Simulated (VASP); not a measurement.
# Ti9Ni7 in VASP: further runs, part 2 of 2

VASP 6.6.1.

### Step 4. Single point, PBE

The input, INCAR:

```
PREC     = Accurate       # precision mode
ENCUT    = 400            # plane-wave cutoff, eV
EDIFF    = 1E-6           # SCF threshold, eV
ISMEAR   = -1             # smearing method
SIGMA    = 0.1663         # smearing width, eV
LREAL    = Auto         
LASPH    = T              # aspherical terms in the spheres
NELM     = 120            # most SCF steps
ALGO     = Normal         # electronic algorithm
ISIF     = 2              # what is computed and relaxed
LWAVE    = F              # write WAVECAR
LCHARG   = T              # write CHGCAR
GGA      = PE             # functional
LELF     = T              # ELF
LVHAR    = T            
NBANDS   = 103            # bands
ISYM     = -1           
GGA_COMPAT= F
```

The input, KPOINTS:

```
explicit points
1
Reciprocal
  0.25000000   0.25000000   0.25000000 1
```

The input, POSCAR:

```
Ti9Ni7
1.0
    6.1173580000      0.0376560000      0.0215690000
    0.0376560000      6.2512350000      0.3066880000
    0.0215690000      0.3066880000      6.5379140000
Ti Ni
9 7
Direct
    0.7553045420      0.4830319033      0.2729689849
    0.4872125510      0.5481281539      0.6201534595
    0.2271248707      0.8797438227      0.6302203226
    0.7479526320      0.8869267047      0.4171204504
    0.3204695210      0.1564715682      1.0538327425
    0.6374974022      0.1175353980      0.6335135522
    0.5629457979      0.7953754885      0.9507793624
    0.9298042373      0.5547095649      0.7653329924
    1.0274037078      0.8406460250      1.0714610014
    0.0814802391      0.1871347081      0.3227995326
    0.4485277091      0.2830638141      0.4081960134
    1.0863268615      0.5281370291      0.4242735109
    0.3169380335      0.8740668214      0.3208644467
    0.0173060226      0.1657771187      0.6934656640
    0.2894071797      0.5146099292      0.0976643447
    0.7350201860      0.1809326293      0.0383506855
```

Potentials or basis: VASP PAW PBE potentials, release 64 (Ti_sv, Ni).

Started as:

```
$ cat potpaw_PBE.64/Ti_sv/POTCAR potpaw_PBE.64/Ni/POTCAR > POTCAR
$ mpirun -np 1 vasp_std > vasp.out
```

OUTCAR:

```text
PREC = Accurate
   ENCUT = 400
   EDIFF = 1E-6
   ISMEAR = -1
   LREAL = Auto
   LASPH = T
   NELM = 120
   ISIF = 2
   GGA = PE
   ISYM = -1

 ion  position               nearest neighbor table
   1  0.755  0.483  0.273-  12 2.29  11 2.39  16 2.55  10 2.71   4 2.78   2 2.85
   2  0.487  0.548  0.620-  11 2.28   3 2.61  12 2.79   7 2.82   6 2.83   1 2.85   8 2.88  13 2.88
                             4 2.88
   3  0.227  0.880  0.630-  13 2.10  14 2.26   2 2.61  10 2.79   8 2.82  12 2.83
   4  0.748  0.887  0.417-   6 2.21  13 2.72   1 2.78  10 2.82   9 2.86   2 2.88  16 2.94
   5  0.320  0.156  0.054-  15 2.29  10 2.30  13 2.36  16 2.54  11 2.65   9 2.68   7 2.82
   6  0.637  0.118  0.634-  11 2.07   4 2.21  14 2.39  16 2.79   7 2.79   2 2.83
   7  0.563  0.795  0.951-  15 2.56  16 2.76   6 2.79   5 2.82   2 2.82  13 2.92
   8  0.930  0.555  0.765-  12 2.44  14 2.57   3 2.82   2 2.88   9 2.88
   9  0.027  0.841  0.071-  13 2.44  15 2.57   5 2.68  16 2.76   4 2.86  10 2.87   8 2.88  12 2.90

  10  0.081  0.187  0.323-  12 2.30   5 2.30  11 2.41  13 2.42  14 2.45   1 2.71  15 2.73   3 2.79
                             4 2.82  16 2.83   9 2.87
  11  0.449  0.283  0.408-   6 2.07   2 2.28   1 2.39  10 2.41  15 2.57   5 2.65  12 2.69  13 2.80

  12  0.086  0.528  0.424-   1 2.29  10 2.30   8 2.44  15 2.47  13 2.63  11 2.69  14 2.77   2 2.79
                             3 2.83   9 2.90
  13  0.317  0.874  0.321-   3 2.10   5 2.36  10 2.42   9 2.44  12 2.63   4 2.72  11 2.80  15 2.80
                             2 2.88   7 2.92
  14  0.017  0.166  0.693-   3 2.26   6 2.39  10 2.45   8 2.57  12 2.77  16 2.84
  15  0.289  0.515  0.098-   5 2.29  12 2.47   7 2.56  11 2.57   9 2.57  10 2.73  13 2.80
  16  0.735  0.181  0.038-   5 2.54   1 2.55   7 2.76   9 2.76   6 2.79  10 2.83  14 2.84   4 2.94

IMPORTANT INFORMATION: All symmetrisations will be switched off!
NOSYMM: (Re-)initialisation of all symmetry stuff for point group C_1.

----------------------------------------------------------------------------------------

                                     Primitive cell

  volume of cell :     249.4296

  direct lattice vectors                    reciprocal lattice vectors
[... 101 lines left out ...]
   IVDW    =     0    specifies the selected vdW correction
   LEPSILON=     F    determine dielectric tensor
   LRPA    =     F    only Hartree local field effects (RPA)
 non-spin polarized calculation
  energy-cutoff  :      400.00
  volume of cell :      249.43
 maximum number of plane-waves:      4517
 NGX is ok and might be reduce to    40
   NGX = 19   NGY = 21   NGZ = 21

 number of electron     177.9999990 magnetization

 Free energy of the ion-electron system (eV)
  ---------------------------------------------------
  ext. energy  EPLUGINS =         0.00000000
  ---------------------------------------------------
  free energy    TOTEN  =      -107.23187510 eV

  energy without entropy =     -105.40155206  energy(sigma->0) =     -106.31671358

 E-fermi :   7.8094     XC(G=0): -11.6253

 val. band max:        7.7892837662   @ k =   0.2500   0.2500   0.2500
 cond. band min:       7.8378256479   @ k =   0.2500   0.2500   0.2500
 fundamental gap:      0.0485418817
 Fermi energy:         7.8093516070

 k-point     1 :       0.2500    0.2500    0.2500
  band No.  band energies     occupation
      1     -49.2323      2.00000
      2     -49.1748      2.00000
      3     -49.0724      2.00000
      4     -49.0380      2.00000
      5     -49.0130      2.00000
      6     -48.9956      2.00000
[... 93 lines left out ...]
    100       8.9003      0.00283
    101       9.0157      0.00141
 [bands above 101 left out]

------------------------ aborting loop because EDIFF is reached ----------------------------------------

  FORCE on cell =-STRESS in cart. coord.  units (eV):
  Direction    XX          YY          ZZ          XY          YZ          ZX
  --------------------------------------------------------------------------------------
  -------------------------------------------------------------------------------------
  Total       -5.1749822      2.8887146     -1.8058577     -2.5100184      7.3815240     -0.7435150
  in kB      -33.2408010     18.5552690    -11.5996834    -16.1227649     47.4142255     -4.7758684
  external PRESSURE =      -8.7617385 kB  Pullay stress =       0.0000000 kB

 VOLUME and BASIS-vectors are now :
 -----------------------------------------------------------------------------
  energy-cutoff  :      400.00
  volume of cell :      249.43
      direct lattice vectors                 reciprocal lattice vectors
     6.117358000  0.037656000  0.021569000     0.163476918 -0.000960498 -0.000494265
     0.037656000  6.251235000  0.306688000    -0.000960498  0.160343031 -0.007518387
     0.021569000  0.306688000  6.537914000    -0.000494265 -0.007518387  0.153308297

 POSITION                                       TOTAL-FORCE (eV/Angst)
 -----------------------------------------------------------------------------------
      4.64454      3.13170      1.94908         0.241814     -0.263976     -0.621431
      3.01447      3.63502      4.23312        -0.385854      0.256112      1.364642
      1.43613      5.70132      4.39503        -0.872933      0.728056      2.051548
      4.61789      5.70048      3.01524         0.679810     -0.712760     -1.649260
      1.96748      1.00672      0.40685         0.731071      0.848582     -1.920111
      3.91789      0.95304      4.19165         0.958360     -0.038299      3.751455
[... 8 lines left out ...]
      1.79189      3.25780      0.80259         0.082012      1.193859     -0.379949
      4.50402      1.17049      0.32208         0.437320     -0.067282     -0.558088
 -----------------------------------------------------------------------------------
    total drift:                                0.002343     -0.001861      0.000338

  FREE ENERGIE OF THE ION-ELECTRON SYSTEM (eV)
  ---------------------------------------------------
  free  energy   TOTEN  =      -107.2318751049 eV

  energy  without entropy=     -105.4015520641  energy(sigma->0) =     -106.31671358
```

Wall time 3.5 min (1 thread of Intel Xeon Platinum 8375C at 2.90GHz (Ice Lake), shared host); peak memory 0.26 GiB.

Results:

* Free energy: -107.2319 eV
* Pressure: -0.9 GPa
* Largest force: 3.872 eV/Å

Forces in eV/Å, atoms in the order of the input:
```
Ti   0.242 -0.264 -0.621
Ti  -0.386  0.256  1.365
Ti  -0.873  0.728  2.052
Ti   0.680 -0.713 -1.649
Ti   0.731  0.849 -1.920
Ti   0.958 -0.038  3.751
Ti   0.133 -0.303  0.574
Ti  -0.107 -1.010  0.662
Ti  -0.867 -0.219 -0.514
Ni  -1.425 -0.527 -0.421
Ni  -2.331 -0.327 -2.476
Ni   0.936  1.225  0.876
Ni   1.773 -1.577 -1.638
Ni   0.015  0.793  0.899
Ni   0.082  1.194 -0.380
Ni   0.437 -0.067 -0.558
```

Stress tensor (GPa, compression positive):
```
-3.32 -1.61 -0.48
-1.61  1.86  4.74
-0.48  4.74 -1.16
```

Levels at points of the mesh, in eV from the Fermi level:
```tsv
k point	band 86	band 87	band 88	band 89	band 90	band 91	band 92	band 93
(0.25, 0.25, 0.25)	-0.33	-0.24	-0.19	-0.02	0.03	0.14	0.29	0.33
```

Caveat: the atoms stand as in a frame of molecular dynamics. Spin polarisation is off, so any magnetic state and its effect on volume and gap are missing.

### Step 5. Overview

```csv
cell,pressure (GPa),largest force (eV/Å)
"as given, atomic positions A",-0.1,2.40
"as given, atomic positions B",-2.8,2.94
"as given, atomic positions C",-0.9,3.87
```

Alike in all rows: task single point; level PBE; potentials or basis VASP PAW PBE potentials, release 64 (Ti_sv, Ni); no spin polarisation; k mesh 1 × 1 × 1, shifted; cutoff (eV) 400; smearing fermi-dirac 0.1663 eV.

Caveats: the atoms stand as in a frame of molecular dynamics.

Total energies depend on the potentials used, so only differences within one code and one set of settings carry meaning.
